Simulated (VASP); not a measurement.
# B (P4/mmm) in VASP: settings compared

The runs below take B through single point, with r2SCAN50, HF, HSE06.

Program: VASP 6.6.1. These are calculated values, not measurements. Logs are shortened: lines on timing, memory, paths and dates and some standing lists are left out, and cuts for length are marked.

### 1 The cell of the first run

Symmetry: P4/mmm, No. 123, tetragonal system. The conventional cell has a = 2.346 Å, b = 2.346 Å, c = 1.586 Å, α = 90.00°, β = 90.00°, γ = 90.00°. B (site symmetry 4/mmm) has 2 B at 1.59 Å within 2.1 Å.

### 2 Single point, r2SCAN50

Input file POSCAR:

```
B
1.0
    2.3461100000      0.0000000000      0.0000000000
    0.0000000000      2.3461100000      0.0000000000
    0.0000000000      0.0000000000      1.5857900000
B
1
Direct
    0.5000000000      0.5000000000      0.5000000000
```

Input file INCAR.step1:

```
PREC = Accurate
ENCUT = 520
EDIFF = 1E-5
ISMEAR = -1
SIGMA = 0.05
LREAL = F
LASPH = T
NELM = 60
ALGO = Normal
ISIF = 2
LWAVE = T
GGA = PE
NBANDS = 8
```

Input file INCAR.step2:

```
PREC = Accurate
ENCUT = 520
EDIFF = 1E-6
ISMEAR = -1
SIGMA = 0.05
LREAL = F
LASPH = T
NELM = 60
ALGO = Normal
ISIF = 2
LWAVE = F
LCHARG = T
METAGGA = R2SCAN
LHFCALC = T
AEXX = 0.5
LMIXTAU = T
PRECFOCK = Normal
LELF = T
LVHAR = T
ISTART = 1
NBANDS = 8
```

Input file KPOINTS:

```
regular mesh
0
Gamma
  6 6 8
```

Potentials or basis: VASP PAW PBE potentials, release 64 (B).

Launch:

```sh
$ cat potpaw_PBE.64/B/POTCAR > POTCAR
$ cp INCAR.step1 INCAR
$ mpirun -np 1 vasp_std > vasp.out
$ cp INCAR.step2 INCAR
$ mpirun -np 1 vasp_std > vasp.out
```

OUTCAR:

```text
PREC = Accurate
   ENCUT = 520
   EDIFF = 1E-6
   ISMEAR = -1
   LREAL = F
   LASPH = T
   NELM = 60
   ISIF = 2
   METAGGA = R2SCAN
   LHFCALC = T
   AEXX = 0.5
   PRECFOCK = Normal
   ISTART = 1

 ion  position               nearest neighbor table
   1  0.500  0.500  0.500-

  LATTYP: Found a simple tetragonal cell.
 ALAT       =     2.3461100000
 C/A-ratio  =     0.6759231238

  Lattice vectors:

 A1 = (   2.3461100000,   0.0000000000,   0.0000000000)
 A2 = (   0.0000000000,   2.3461100000,   0.0000000000)
 A3 = (   0.0000000000,   0.0000000000,   1.5857900000)

Analysis of symmetry for initial positions (statically):
=====================================================================
 Subroutine PRICEL returns:
 Original cell was already a primitive cell.

 Routine SETGRP: Setting up the symmetry group for a
 simple tetragonal supercell.

 Subroutine GETGRP returns: Found 16 space group operations
 (whereof 16 operations were pure point group operations)
 out of a pool of 16 trial point group operations.

The static configuration has the point symmetry D_4h.

Analysis of symmetry for dynamics (positions and initial velocities):
=====================================================================
 Subroutine PRICEL returns:
 Original cell was already a primitive cell.

 Routine SETGRP: Setting up the symmetry group for a
 simple tetragonal supercell.

 Subroutine GETGRP returns: Found 16 space group operations
 (whereof 16 operations were pure point group operations)
 out of a pool of 16 trial point group operations.

The dynamic configuration has the point symmetry D_4h.

 Subroutine INISYM returns: Found 16 space group operations
 (whereof 16 operations are pure point group operations),
 and found     1 'primitive' translations

----------------------------------------------------------------------------------------

                                     Primitive cell

  volume of cell :       8.7286

  direct lattice vectors                    reciprocal lattice vectors
     2.346110000  0.000000000  0.000000000     0.426237474  0.000000000  0.000000000
     0.000000000  2.346110000  0.000000000     0.000000000  0.426237474  0.000000000
     0.000000000  0.000000000  1.585790000     0.000000000  0.000000000  0.630600521

  length of vectors
     2.346110000  2.346110000  1.585790000     0.426237474  0.426237474  0.630600521

  position of ions in fractional coordinates (direct lattice)
     0.500000000  0.500000000  0.500000000

  ion indices of the primitive-cell ions
   primitive index   ion index
                 1           1

----------------------------------------------------------------------------------------

 KPOINTS: regular mesh

Automatic generation of k-mesh.
 Grid dimensions read from file:
 generate k-points for:    6    6    8

 Generating k-lattice:

  Cartesian coordinates                     Fractional coordinates (reciprocal lattice)
     0.071039579  0.000000000  0.000000000     0.166666667  0.000000000  0.000000000
     0.000000000  0.071039579  0.000000000     0.000000000  0.166666667  0.000000000
     0.000000000  0.000000000  0.078825065     0.000000000  0.000000000  0.125000000

  Length of vectors
     0.071039579  0.071039579  0.078825065

  Shift w.r.t. Gamma in fractional coordinates (k-lattice)
     0.000000000  0.000000000  0.000000000

 Subroutine IBZKPT returns following result:
 ===========================================

 Found     50 irreducible k-points:

 Following reciprocal coordinates:
            Coordinates               Weight
  0.000000  0.000000  0.000000      1.000000
  0.166667  0.000000  0.000000      4.000000
  0.333333  0.000000  0.000000      4.000000
  0.500000  0.000000  0.000000      2.000000
  0.166667  0.166667  0.000000      4.000000
  0.333333  0.166667  0.000000      8.000000
[... 16 lines left out ...]
  0.333333  0.000000  0.250000      8.000000
  0.500000  0.000000  0.250000      4.000000
 [... further k-points ...]
   k-points           NKPTS =     50   k-points in BZ     NKDIM =    288   number of bands    NBANDS=      8
   number of dos      NEDOS =    301   number of ions     NIONS =      1
   total plane-waves  NPLWV =   3888
   dimension x,y,z NGX =    18 NGY =   18 NGZ =   12
   dimension x,y,z NGXF=    36 NGYF=   36 NGZF=   24
   ions per type =               1
   NGX,Y,Z   is equivalent  to a cutoff of  12.75, 12.75, 12.58 a.u.
   NGXF,Y,Z  is equivalent  to a cutoff of  25.51, 25.51, 25.16 a.u.
 SYSTEM =  unknown system
   PREC   = accura    normal or accurate (medium, high low for compatibility)
   ISTART =      1    job   : 0-new  1-cont  2-samecut
   ICHARG =      0    charge: 1-file 2-atom 10-const
   ISPIN  =      1    spin polarized calculation?
   LNONCOLLINEAR =      F non collinear calculations
   LSORBIT =      F    spin-orbit coupling
   LASPH  =      T    aspherical Exc in radial PAW
   ENCUT  =  520.0 eV  38.22 Ry    6.18 a.u.   4.36  4.36  2.95*2*pi/ulx,y,z
   NELM   =     60;   NELMIN=  2; NELMDL=  0     # of ELM steps
   EDIFF  = 0.1E-05   stopping-criterion for ELM
   LREAL  =      F    real-space projection
   EDIFFG = 0.1E-04   stopping-criterion for IOM
   NSW    =      0    number of steps for IOM
   IBRION =     -1    ionic relax: 0-MD 1-quasi-New 2-CG
   NFREE  =      0    steps in history (QN), initial steepest desc. (CG)
   ISIF   =      2    stress and relaxation
   ISYM   =      3    0-nonsym 1-usesym 2-fastsym
   POTIM  = 0.5000    time-step for ionic-motion
   TEBEG  =    0.0;   TEEND  =   0.0 temperature during run
   PSTRESS=    0.0 pullay stress
   NELECT =       3.0000    total number of electrons
   NUPDOWN=      -1.0000    fix difference up-down
   EMIN   =  10.00;   EMAX   =-10.00  energy-range for DOS
   EFERMI =   0.00;   METHOD = LEGACY
   ISMEAR =    -1;   SIGMA  =   0.05  broadening in eV -4-tet -1-fermi 0-gaus
   EFERMI_NEDOS =   21; number of points for ismear=-14 and -15
   IALGO  =     38    algorithm
   IMIX   =      1    mixing-type and parameters
     AMIX     =   0.40;   BMIX     =  1.00
     AMIX_MAG =   1.60;   BMIX_MAG =  1.00
  volume/ion in A,a.u.               =       8.73        58.90
  Fermi-wavevector in a.u.,A,eV,Ry     =   1.146747  2.167038 17.892065  1.315030
  Thomas-Fermi vector in A             =   2.283430
   LORBIT       =      0    0 simple, 1 ext, 2 COOP (PROOUT), +10 PAW based schemes
   METAGGA = R2SCAN    functional components
   LHFCALC =     T    Hartree Fock is set to
   PRECFOCK=normal    Normal, Fast or Accurate (Low or Medium for compatibility)
   ENCUT4O =  -1.0   cutoff for four orbital integrals eV
   NKREDX  =     1    reduce k-point grid by
   NKREDY  =     1    reduce k-point grid by
   NKREDZ  =     1    reduce k-point grid by
   AEXX    =    0.5000 exact exchange contribution
   HFSCREEN=    0.0000 screening length (either q_TF or 0.3 A-1)
   HFSCREENC=   0.0000 screening length for correlation (either q_TF or 0.3 A-1)
   ENCUTFOCK=  -1.0 apply spherical cutoff to Coloumb kernel
   IVDW    =     0    specifies the selected vdW correction
   LEPSILON=     F    determine dielectric tensor
   LRPA    =     F    only Hartree local field effects (RPA)
 non-spin polarized calculation
  energy-cutoff  :      520.00
  volume of cell :        8.73
 maximum number of plane-waves:       254
 NGX is ok and might be reduce to    18
  NGX = 14; NGY = 14; NGZ = 10

 number of electron       3.0000000 magnetization

 Free energy of the ion-electron system (eV)
  ---------------------------------------------------
  ext. energy  EPLUGINS =         0.00000000
  ---------------------------------------------------
  free energy    TOTEN  =        -7.83530172 eV

  energy without entropy =       -7.83337630  energy(sigma->0) =       -7.83433901

 E-fermi :   4.6931     XC(G=0):  -6.5099

 val. band max:        4.6931294868   @ k =   0.3333   0.3333   0.1250
 cond. band min:       5.9019390292   @ k =   0.5000   0.3333   0.1250
 fundamental gap:      1.2088095424
 Fermi energy:         4.6931295614

 k-point     1 :       0.0000    0.0000    0.0000
  band No.  band energies     occupation
      1     -14.0099      2.00000
      2      12.3277      0.00000
      3      12.3277      0.00000
      4      21.8362      0.00000
      5      23.1879      0.00000
      6      36.2367      0.00000
      7      44.9032      0.00000
      8      44.9032      0.00000

 k-point     2 :       0.1667    0.0000    0.0000
  band No.  band energies     occupation
      1     -13.2519      2.00000
      2       7.5200      0.00000
      3      12.8085      0.00000
      4      23.2696      0.00000
      5      27.3647      0.00000
      6      36.4366      0.00000
      7      38.2810      0.00000
      8      40.7165      0.00000

 k-point     3 :       0.3333    0.0000    0.0000
  band No.  band energies     occupation
      1     -11.0043      2.00000
      2      -0.8435      2.00000
      3      13.9429      0.00000
      4      25.2085      0.00000
      5      31.1946      0.00000
      6      32.7606      0.00000
      7      36.8603      0.00000
      8      40.6935      0.00000

 k-point     4 :       0.5000    0.0000    0.0000
  band No.  band energies     occupation
      1      -8.2619      2.00000
      2      -5.3993      2.00000
      3      14.6399      0.00000
      4      28.0011      0.00000
      5      28.4153      0.00000
      6      30.5926      0.00000
      7      37.0861      0.00000
      8      46.8807      0.00000

 k-point     5 :       0.1667    0.1667    0.0000
  band No.  band energies     occupation
      1     -12.4960      2.00000
      2       7.3533      0.00000
      3       9.0168      0.00000
      4      26.0860      0.00000
      5      28.6874      0.00000
      6      33.6811      0.00000
      7      36.6300      0.00000
      8      46.7970      0.00000
[... 177 lines left out ...]
 k-point    22 :       0.1667    0.0000    0.2500
  band No.  band energies     occupation
      1      -9.8478      2.00000
      2      10.9186      0.00000
      3      16.4781      0.00000
      4      19.5966      0.00000
      5      29.0843      0.00000
      6      31.1611      0.00000
      7      41.6714      0.00000
      8      44.1004      0.00000

 k-point    23 :       0.3333    0.0000    0.2500
  band No.  band energies     occupation
      1      -7.7412      2.00000
      2       3.1453      2.00000
      3      17.5478      0.00000
      4      21.0473      0.00000
      5      30.5380      0.00000
      6      34.7217      0.00000
      7      36.5770      0.00000
      8      38.8965      0.00000

 k-point    24 :       0.5000    0.0000    0.2500
  band No.  band energies     occupation
      1      -5.6522      2.00000
      2      -0.5770      2.00000
      3      18.1917      0.00000
      4      21.8201      0.00000
      5      30.9008      0.00000
      6      34.5292      0.00000
      7      35.4307      0.00000
      8      36.7599      0.00000

 [... further k-points ...]
[... 5 lines left out ...]
  --------------------------------------------------------------------------------------
  -------------------------------------------------------------------------------------
  Total       -0.0459820     -0.0459820     -0.5722682      0.0000000     -0.0000000      0.0000000
  in kB       -8.4402591     -8.4402591   -105.0431573      0.0000000     -0.0000000      0.0000000
  external PRESSURE =     -40.6412251 kB  Pullay stress =       0.0000000 kB

 VOLUME and BASIS-vectors are now :
 -----------------------------------------------------------------------------
  energy-cutoff  :      520.00
  volume of cell :        8.73
      direct lattice vectors                 reciprocal lattice vectors
     2.346110000  0.000000000  0.000000000     0.426237474  0.000000000  0.000000000
     0.000000000  2.346110000  0.000000000     0.000000000  0.426237474  0.000000000
     0.000000000  0.000000000  1.585790000     0.000000000  0.000000000  0.630600521

 POSITION                                       TOTAL-FORCE (eV/Angst)
 -----------------------------------------------------------------------------------
      1.17305      1.17305      0.79290         0.000000      0.000000      0.000000
 -----------------------------------------------------------------------------------
    total drift:                               -0.000000     -0.000000     -0.000000

  FREE ENERGIE OF THE ION-ELECTRON SYSTEM (eV)
  ---------------------------------------------------
  free  energy   TOTEN  =        -7.8353017225 eV

  energy  without entropy=       -7.8333762966  energy(sigma->0) =       -7.83433901
```

It took 67 s on 1 thread of Intel Xeon 6975P-C (Granite Rapids), shared host; peak memory 0.11 GiB.

Results:

```
Free energy            : -7.8353 eV
Pressure               : -4.1 GPa
Band gap on the k mesh : zero (an odd number of electrons rules out a gap without spin polarisation)
```

Levels at points of the mesh, in eV from the Fermi level:
```tsv
k point	band 1	band 2	band 3	band 4	band 5	band 6
(0.00, 0.00, 0.00)	-18.70	7.63	7.63	17.14	18.49	31.54
(0.50, 0.00, 0.00)	-12.96	-10.09	9.95	23.31	23.72	25.90
(0.50, 0.50, 0.00)	-6.79	-5.90	-5.90	6.95	33.11	40.98
(0.00, 0.00, 0.50)	-8.75	3.51	18.20	18.20	24.98	30.71
(0.50, 0.00, 0.50)	-6.28	7.30	9.86	13.29	19.69	33.13
(0.50, 0.50, 0.50)	-4.20	10.21	10.21	17.41	18.16	18.16
```

Caveat: the k points lie up to 0.50 Å⁻¹ apart, too coarse for converged energies and pressures of a metal; the PAW data sets were made with another functional, which shifts forces and pressure a little.

### 3 Single point, HF

POSCAR is that of step 2.

Input file INCAR.step1:

```
PREC = Accurate ; ENCUT = 520
EDIFF = 1E-5 ; ISMEAR = -1
SIGMA = 0.05 ; LREAL = F
LASPH = T ; NELM = 60
ALGO = Normal ; ISIF = 2
LWAVE = T ; LCHARG = F
GGA = PE ; NBANDS = 8
```

Input file INCAR.step2:

```
PREC = Accurate ; ENCUT = 520
EDIFF = 1E-7 ; ISMEAR = -1
SIGMA = 0.05 ; LREAL = F
LASPH = T ; NELM = 60
ALGO = Normal ; ISIF = 2
LWAVE = F ; LCHARG = F
GGA = PE ; LHFCALC = T
AEXX = 1.0 ; ALDAC = 0.0
AGGAC = 0.0 ; PRECFOCK = Normal
ISTART = 1 ; NBANDS = 8
```

KPOINTS is that of step 2.

Potentials or basis: VASP PAW PBE potentials, release 64 (B).

Launch:

```sh
$ cat potpaw_PBE.64/B/POTCAR > POTCAR
$ cp INCAR.step1 INCAR
$ mpirun -np 1 vasp_std > vasp.out
$ cp INCAR.step2 INCAR
$ mpirun -np 1 vasp_std > vasp.out
```

It took 72 s on 1 thread of Intel Xeon 6975P-C (Granite Rapids), shared host; peak memory 0.11 GiB.

It converged, with:

- Free energy: -8.0957 eV
- Pressure: 5.6 GPa
- Band gap on the k mesh: zero (an odd number of electrons rules out a gap without spin polarisation)

Stress tensor (GPa, compression positive):
```
 14.37   0.00   0.00
  0.00  14.37   0.00
  0.00   0.00 -12.05
```

Levels at points of the mesh, in eV from the Fermi level:
| k point | band 1 | band 2 | band 3 | band 4 | band 5 | band 6 |
| --- | --- | --- | --- | --- | --- | --- |
| (0.00, 0.00, 0.00) | -23.05 | 10.26 | 10.26 | 19.81 | 21.01 | 35.88 |
| (0.50, 0.00, 0.00) | -16.66 | -12.46 | 12.85 | 26.30 | 26.62 | 28.93 |
| (0.50, 0.50, 0.00) | -9.68 | -7.48 | -7.48 | 8.82 | 37.60 | 44.89 |
| (0.00, 0.00, 0.50) | -11.92 | 5.81 | 21.91 | 21.91 | 28.16 | 33.83 |
| (0.50, 0.00, 0.50) | -9.16 | 10.13 | 12.59 | 15.59 | 23.52 | 36.60 |
| (0.50, 0.50, 0.50) | -6.80 | 13.34 | 13.34 | 20.59 | 20.72 | 20.72 |

Caveat: the k points lie up to 0.50 Å⁻¹ apart, too coarse for converged energies and pressures of a metal; the PAW data sets were made with another functional, which shifts forces and pressure a little.

(Continued in part 2 of 2.)
